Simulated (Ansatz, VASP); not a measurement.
## One calculation of Re, two programs

Contents of INCAR:

```
SYSTEM = Re
PREC = Accurate ; ENCUT = 500
EDIFF = 1E-6 ; ISMEAR = -1
SIGMA = 0.05 ; LREAL = .False.
LASPH = .True. ; NELM = 120
ALGO = Normal ; ISIF = 2
LWAVE = .False. ; LCHARG = .False.
NBANDS = 38 ; GGA_COMPAT = .False.
```

Contents of KPOINTS:

```
regular mesh
0
Gamma
  11 11 3
  0 0 0
```

POSCAR

```
Re
1.0
    2.7478204761      0.0000000000      0.0000000000
   -1.3739102380      2.3796823373      0.0000000000
    0.0000000000      0.0000000000      8.8788511029
Re
4
Direct
    0.6666666667      0.3333333333      0.7500000000
    0.0000000000      0.0000000000      0.5000000000
    0.3333333333      0.6666666667      0.2500000000
    0.0000000000      0.0000000000      0.0000000000
```

File input.yaml:

```yaml
crystal:
  lattice:
    - [2.7478204761, 0.0, 0.0]
    - [-1.373910238, 2.3796823373, 0.0]
    - [0.0, 0.0, 8.8788511029]
  atoms:
    - { symbol: Re, position: [0.6666666667, 0.3333333333, 0.75] }
    - { symbol: Re, position: [0.0, 0.0, 0.5] }
    - { symbol: Re, position: [0.3333333333, 0.6666666667, 0.25] }
    - { symbol: Re, position: [0.0, 0.0, 0.0] }
hamiltonian:
  xc: lda
  pseudopotentials: { kind: paw }
kpoints:
  mp_grid: { grid: [11, 11, 3] }
scf:
  occupations: { method: fermi_dirac, width: 0.05 }
output:
  forces: true
  stress: true
  eigenvalues: true
```

Alike in both runs: task single point; functional LDA; k mesh 11 × 11 × 3; occupations fermi-dirac, width 0.05 eV; no spin polarisation.

|  | VASP | Ansatz |
| --- | --- | --- |
| version | VASP 6.6.1 | Ansatz 0.2.0 |
| potentials or method | VASP PAW LDA potentials, release 64 (Re_sv_GW) | Ansatz PAW |
| plane-wave cutoff (eV) | 500 | 420 |
| valence electrons in the cell | 60 | 60 |

VASP gave:

* gap on the k mesh at the Fermi level (eV): none
* pressure (GPa): -6.2
* traceless stress, the component that is largest in VASP (GPa): -0.24

Problem. Estimate Ansatz's values.

Solution. gap on the k mesh at the Fermi level (eV): none; pressure (GPa): -5.2; traceless stress, the component that is largest in VASP (GPa): -0.14.

LDA's correlation is that of Perdew and Zunger in VASP and of Perdew and Wang (1992) in Ansatz. A gap of «none» marks a metal or a gap that the smearing closes.

Neither program's run includes spin-orbit coupling.
